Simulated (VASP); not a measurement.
## Ti: single point with PBE

The system is Ti.

```
Ti
1.0
     0.00000    2.17259    2.17259
     2.17259    0.00000    2.17259
     2.17259    2.17259    0.00000
Ti
1
Cartesian
  0.0000 0.0000 0.0000
```

This isn't the form of Ti at room conditions, which is hcp.

```yaml
Program: VASP 6.6.1
Task: single point
Functional: PBE
Potentials_or_basis: VASP PAW PBE potentials, release 64 (Ti_sv)
Cutoff: 520 eV
k_mesh: 20 × 20 × 20
Occupations: gaussian, width 0.15 eV
Spin: collinear spin
Starting_moments: "[0.5] μB"
Fixed_moment: 0.5 μB
```

The pressure is -12.9 GPa and the net moment is 0.50 μB per cell. The site moments are Ti +0.33 μB and the valence electrons inside the program's atomic spheres are Ti 10.09.

Wall time 68 s on 1 thread of Intel(R) Xeon(R) 6975P-C (Granite Rapids), with other jobs on the host, peak memory 0.23 GiB.

Caveat: the cell stands under tension; the total moment is fixed, so each spin has its own Fermi level and the state may be an excited one.
